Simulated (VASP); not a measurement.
# Mg (P6_3/mmc) in VASP: further runs

Runs on Mg. Level: PBEsol+D3(BJ). Tasks: single point.

All numbers are computed with VASP 6.6.1; they aren't measurements. Logs are shortened: lines on timing, memory, paths and dates and some standing lists are left out, and cuts for length are marked.

**1. The cell of the first run**

Symmetry: P6_3/mmc, No. 194, hexagonal system. Conventional cell: a = 3.209 Å, b = 3.209 Å, c = 5.210 Å, α = 90.00°, β = 90.00°, γ = 120.00°. Mg (site symmetry -6m2) has 12 Mg at 3.20 to 3.21 Å within 4.2 Å.

**2. Single point, PBEsol+D3(BJ)**

Input file INCAR:

```
ALGO     = Fast           # electronic algorithm
EDIFF    = 1E-6           # SCF threshold, eV
ENCUT    = 520            # plane-wave cutoff, eV
GGA      = PS             # functional
ISIF     = 2              # what is computed and relaxed
ISMEAR   = -1             # smearing method
IVDW     = 12             # dispersion correction
LASPH    = T              # aspherical terms in the spheres
LCHARG   = T              # write CHGCAR
LELF     = T              # ELF
LREAL    = F              # projectors in reciprocal space
LVHAR    = T            
LWAVE    = F              # write WAVECAR
NBANDS   = 9              # bands
NELM     = 100            # most SCF steps
PREC     = Accurate       # precision mode
SIGMA    = 0.05           # smearing width, eV
```

Input file KPOINTS:

```
k-points
0
Gamma
  10 10 5
```

Input file POSCAR:

```
Mg
1.0
    3.2093000000      0.0000000000      0.0000000000
   -1.6046500000      2.7793353284      0.0000000000
    0.0000000000      0.0000000000      5.2103000000
Mg
2
Direct
    0.6666666667      0.3333333333      0.7500000000
    0.3333333333      0.6666666667      0.2500000000
```

Potentials or basis: VASP PAW PBE potentials, release 64 (Mg).

Started as:

```sh
cat potpaw_PBE.64/Mg/POTCAR > POTCAR
mpirun -np 1 vasp_std > vasp.out
```

OUTCAR:

```text
EDIFF = 1E-6
   ENCUT = 520
   GGA = PS
   ISIF = 2
   ISMEAR = -1
   IVDW = 12
   LASPH = T
   LREAL = F
   NELM = 100
   PREC = Accurate
 IVDW          = 12

 ion  position               nearest neighbor table
   1  0.667  0.333  0.750-   2 3.20   2 3.20   2 3.20   2 3.20   2 3.20   2 3.20
   2  0.333  0.667  0.250-   1 3.20   1 3.20   1 3.20   1 3.20   1 3.20   1 3.20

  LATTYP: Found a hexagonal cell.
 ALAT       =     3.2093000000
 C/A-ratio  =     1.6235004518

  Lattice vectors:

 A1 = (   3.2093000000,   0.0000000000,   0.0000000000)
 A2 = (  -1.6046500000,   2.7793353284,   0.0000000000)
 A3 = (   0.0000000000,   0.0000000000,   5.2103000000)

Analysis of symmetry for initial positions (statically):
=====================================================================
 Subroutine PRICEL returns:
 Original cell was already a primitive cell.

 Routine SETGRP: Setting up the symmetry group for a
 hexagonal supercell.

 Subroutine GETGRP returns: Found 24 space group operations
 (whereof 12 operations were pure point group operations)
 out of a pool of 24 trial point group operations.

The static configuration has the point symmetry D_3d.
 The point group associated with its full space group is D_6h.

Analysis of symmetry for dynamics (positions and initial velocities):
=====================================================================
 Subroutine PRICEL returns:
 Original cell was already a primitive cell.

 Routine SETGRP: Setting up the symmetry group for a
 hexagonal supercell.

 Subroutine GETGRP returns: Found 24 space group operations
 (whereof 12 operations were pure point group operations)
 out of a pool of 24 trial point group operations.

The dynamic configuration has the point symmetry D_3d.
 The point group associated with its full space group is D_6h.

 Subroutine INISYM returns: Found 24 space group operations
 (whereof 12 operations are pure point group operations),
 and found     1 'primitive' translations

----------------------------------------------------------------------------------------

                                     Primitive cell

  volume of cell :      46.4744

  direct lattice vectors                    reciprocal lattice vectors
     3.209300000  0.000000000  0.000000000     0.311594429  0.179899127  0.000000000
    -1.604650000  2.779335328  0.000000000     0.000000000  0.359798255  0.000000000
     0.000000000  0.000000000  5.210300000     0.000000000  0.000000000  0.191927528

  length of vectors
     3.209300000  3.209300000  5.210300000     0.359798255  0.359798255  0.191927528

  position of ions in fractional coordinates (direct lattice)
     0.666666667  0.333333333  0.750000000
     0.333333333  0.666666667  0.250000000

  ion indices of the primitive-cell ions
   primitive index   ion index
                 1           1
                 2           2

----------------------------------------------------------------------------------------

 KPOINTS: k-points

Automatic generation of k-mesh.
 Grid dimensions read from file:
 generate k-points for:   10   10    5

 Generating k-lattice:

  Cartesian coordinates                     Fractional coordinates (reciprocal lattice)
     0.031159443  0.017989913  0.000000000     0.100000000 -0.000000000  0.000000000
     0.000000000  0.035979825  0.000000000     0.000000000  0.100000000  0.000000000
     0.000000000  0.000000000  0.038385506     0.000000000  0.000000000  0.200000000

  Length of vectors
     0.035979825  0.035979825  0.038385506

  Shift w.r.t. Gamma in fractional coordinates (k-lattice)
     0.000000000  0.000000000  0.000000000

 Subroutine IBZKPT returns following result:
 ===========================================

 Found     42 irreducible k-points:

 Following reciprocal coordinates:
            Coordinates               Weight
  0.000000  0.000000  0.000000      1.000000
  0.100000  0.000000  0.000000      6.000000
  0.200000  0.000000  0.000000      6.000000
  0.300000  0.000000  0.000000      6.000000
  0.400000  0.000000  0.000000      6.000000
  0.500000  0.000000  0.000000      3.000000
[... 16 lines left out ...]
  0.300000  0.100000  0.200000     24.000000
  0.400000  0.100000  0.200000     24.000000
 [... further k-points ...]
   k-points           NKPTS =     42   k-points in BZ     NKDIM =     42   number of bands    NBANDS=      9
   number of dos      NEDOS =    301   number of ions     NIONS =      2
   total plane-waves  NPLWV =  23040
   dimension x,y,z NGX =    24 NGY =   24 NGZ =   40
   dimension x,y,z NGXF=    48 NGYF=   48 NGZF=   80
   ions per type =               2
   NGX,Y,Z   is equivalent  to a cutoff of  12.43, 12.43, 12.76 a.u.
   NGXF,Y,Z  is equivalent  to a cutoff of  24.86, 24.86, 25.53 a.u.
 SYSTEM =  unknown system
   PREC   = accura    normal or accurate (medium, high low for compatibility)
   ISTART =      0    job   : 0-new  1-cont  2-samecut
   ICHARG =      2    charge: 1-file 2-atom 10-const
   ISPIN  =      1    spin polarized calculation?
   LNONCOLLINEAR =      F non collinear calculations
   LSORBIT =      F    spin-orbit coupling
   LASPH  =      T    aspherical Exc in radial PAW
   ENCUT  =  520.0 eV  38.22 Ry    6.18 a.u.   5.97  5.97  9.69*2*pi/ulx,y,z
   NELM   =    100;   NELMIN=  2; NELMDL= -5     # of ELM steps
   EDIFF  = 0.1E-05   stopping-criterion for ELM
   LREAL  =      F    real-space projection
   EDIFFG = 0.1E-04   stopping-criterion for IOM
   NSW    =      0    number of steps for IOM
   IBRION =     -1    ionic relax: 0-MD 1-quasi-New 2-CG
   NFREE  =      0    steps in history (QN), initial steepest desc. (CG)
   ISIF   =      2    stress and relaxation
   ISYM   =      2    0-nonsym 1-usesym 2-fastsym
   POTIM  = 0.5000    time-step for ionic-motion
   TEBEG  =    0.0;   TEEND  =   0.0 temperature during run
   PSTRESS=    0.0 pullay stress
   NELECT =       4.0000    total number of electrons
   NUPDOWN=      -1.0000    fix difference up-down
   EMIN   =  10.00;   EMAX   =-10.00  energy-range for DOS
   EFERMI =   0.00;   METHOD = LEGACY
   ISMEAR =    -1;   SIGMA  =   0.05  broadening in eV -4-tet -1-fermi 0-gaus
   EFERMI_NEDOS =   21; number of points for ismear=-14 and -15
   IALGO  =     68    algorithm
   IMIX   =      4    mixing-type and parameters
     AMIX     =   0.40;   BMIX     =  1.00
     AMIX_MAG =   1.60;   BMIX_MAG =  1.00
  volume/ion in A,a.u.               =      23.24       156.81
  Fermi-wavevector in a.u.,A,eV,Ry     =   0.722809  1.365911  7.108401  0.522453
  Thomas-Fermi vector in A             =   1.812866
   LORBIT       =      0    0 simple, 1 ext, 2 COOP (PROOUT), +10 PAW based schemes
   GGA     = PS    functional components
   LHFCALC =     F    Hartree Fock is set to
   AEXX    =    0.0000 exact exchange contribution
   IVDW    =    12    specifies the selected vdW correction
   LEPSILON=     F    determine dielectric tensor
   LRPA    =     F    only Hartree local field effects (RPA)
 non-spin polarized calculation
 RMM-DIIS sequential band-by-band and
  energy-cutoff  :      520.00
  volume of cell :       46.47
 maximum number of plane-waves:      1277
 NGX is ok and might be reduce to    24
   NGX = 11   NGY = 11   NGZ = 19

 number of electron       4.0000000 magnetization

 Free energy of the ion-electron system (eV)
  ---------------------------------------------------
  ext. energy  EPLUGINS =         0.00000000
  ---------------------------------------------------
  free energy    TOTEN  =        -3.43688872 eV

  energy without entropy =       -3.42501969  energy(sigma->0) =       -3.43095420

 E-fermi :   2.5560     XC(G=0):  -8.4957

 val. band max:        2.5096470587   @ k =   0.4000   0.1000   0.4000
 cond. band min:       2.5726546156   @ k =   0.2000   0.1000   0.0000
 fundamental gap:      0.0630075569
 Fermi energy:         2.5560417247

 k-point     1 :       0.0000    0.0000    0.0000
  band No.  band energies     occupation
      1      -4.3475      2.00000
      2       0.8646      2.00000
      3       1.2901      2.00000
      4      13.3846      0.00000
      5      13.3846      0.00000
      6      13.4777      0.00000
      7      13.4777      0.00000
      8      14.2781      0.00000
      9      15.8543      0.00000

 k-point     2 :       0.1000    0.0000    0.0000
  band No.  band energies     occupation
      1      -4.1524      2.00000
      2       1.0432      2.00000
      3       1.4797      2.00000
      4      10.6115      0.00000
      5      11.9564      0.00000
      6      12.7645      0.00000
      7      15.1438      0.00000
      8      15.1609      0.00000
      9      15.2846      0.00000

 k-point     3 :       0.2000    0.0000    0.0000
  band No.  band energies     occupation
      1      -3.5693      2.00000
      2       1.5793      2.00000
      3       2.0377      1.99994
      4       7.6615      0.00000
      5      10.8082      0.00000
      6      11.2889      0.00000
      7      12.3588      0.00000
      8      13.5163      0.00000
      9      15.3394      0.00000

 k-point     4 :       0.3000    0.0000    0.0000
  band No.  band energies     occupation
      1      -2.6054      2.00000
      2       2.4738      1.67650
      3       2.8845      0.00280
      4       5.0592      0.00000
      5       9.6347      0.00000
      6       9.6829      0.00000
      7       9.9899      0.00000
      8      11.8764      0.00000
      9      14.4227      0.00000

 k-point     5 :       0.4000    0.0000    0.0000
  band No.  band energies     occupation
      1      -1.2724      2.00000
      2       2.3585      1.96227
      3       3.7262      0.00000
      4       4.4820      0.00000
      5       7.3476      0.00000
      6       7.7842      0.00000
      7       9.5002      0.00000
      8      10.9891      0.00000
      9      13.8645      0.00000

 k-point     6 :       0.5000    0.0000    0.0000
  band No.  band energies     occupation
      1       0.4061      2.00000
      2       0.4121      2.00000
      3       5.1705      0.00000
      4       5.5407      0.00000
      5       5.7702      0.00000
      6       6.1919      0.00000
      7       9.3372      0.00000
      8      10.7189      0.00000
      9      13.6774      0.00000
[... 169 lines left out ...]
 k-point    21 :       0.1000    0.1000    0.2000
  band No.  band energies     occupation
      1      -3.5424      2.00000
      2      -0.2922      2.00000
      3       3.9237      0.00000
      4       9.2584      0.00000
      5       9.5669      0.00000
      6      12.1490      0.00000
      7      12.4483      0.00000
      8      13.1940      0.00000
      9      14.9510      0.00000

 k-point    22 :       0.2000    0.1000    0.2000
  band No.  band energies     occupation
      1      -2.7707      2.00000
      2       0.4501      2.00000
      3       4.5763      0.00000
      4       6.6412      0.00000
      5       8.2993      0.00000
      6       9.7518      0.00000
      7      11.3667      0.00000
      8      13.3148      0.00000
      9      13.5906      0.00000

 k-point    23 :       0.3000    0.1000    0.2000
  band No.  band energies     occupation
      1      -1.6249      2.00000
      2       1.5359      2.00000
      3       3.9445      0.00000
      4       5.7876      0.00000
      5       6.8724      0.00000
      6       8.0487      0.00000
      7      10.5754      0.00000
      8      11.4346      0.00000
      9      13.2946      0.00000

 k-point    24 :       0.4000    0.1000    0.2000
  band No.  band energies     occupation
      1      -0.1215      2.00000
      2       1.6780      2.00000
      3       3.1268      0.00002
      4       4.8569      0.00000
      5       6.7968      0.00000
      6       7.7741      0.00000
      7       9.2668      0.00000
      8      10.5331      0.00000
      9      12.9884      0.00000

 [... further k-points ...]

------------------------ aborting loop because EDIFF is reached ----------------------------------------

 Edisp (eV)   -0.51612

 E8    (eV) :    -0.3421

  FORCE on cell =-STRESS in cart. coord.  units (eV):
  Direction    XX          YY          ZZ          XY          YZ          ZX
  --------------------------------------------------------------------------------------
  -------------------------------------------------------------------------------------
  Total      -0.97089    -0.97089    -0.63724    -0.00000     0.00000     0.00000
  in kB     -33.47069   -33.47069   -21.96829    -0.00000     0.00000     0.00000
  external pressure =      -29.64 kB  Pullay stress =        0.00 kB

 VOLUME and BASIS-vectors are now :
 -----------------------------------------------------------------------------
  energy-cutoff  :      520.00
  volume of cell :       46.47
      direct lattice vectors                 reciprocal lattice vectors
     3.209300000  0.000000000  0.000000000     0.311594429  0.179899127  0.000000000
    -1.604650000  2.779335328  0.000000000     0.000000000  0.359798255  0.000000000
     0.000000000  0.000000000  5.210300000     0.000000000  0.000000000  0.191927528

 POSITION                                       TOTAL-FORCE (eV/Angst)
 -----------------------------------------------------------------------------------
      1.60465      0.92645      3.90773         0.000000     -0.000000      0.000000
     -0.00000      1.85289      1.30258        -0.000000      0.000000      0.000000
 -----------------------------------------------------------------------------------
    total drift:                                0.000000     -0.000000      0.000000

  FREE ENERGIE OF THE ION-ELECTRON SYSTEM (eV)
  ---------------------------------------------------
  free  energy   TOTEN  =        -3.9530122176 eV

  energy  without entropy=       -3.9411431925  energy(sigma->0) =       -3.94707771
```

Run time: 16 s. Hardware: 1 thread of Intel Xeon Platinum 8375C at 2.90GHz (Ice Lake), shared host; peak memory 0.16 GiB.

Results:

```
Free energy                : -3.9530 eV
Pressure                   : -3.0 GPa
Band gap on the k mesh     : zero (band 2 reaches 3.19 eV, above the bottom of band 3 at 1.29 eV)
Dispersion energy per atom : -0.258 eV
```

Caveat: the PAW data sets were made with another functional, which shifts forces and pressure a little; pairwise dispersion overbinds metals, which lowers pressure and volume.

[end of part 1 of 2]
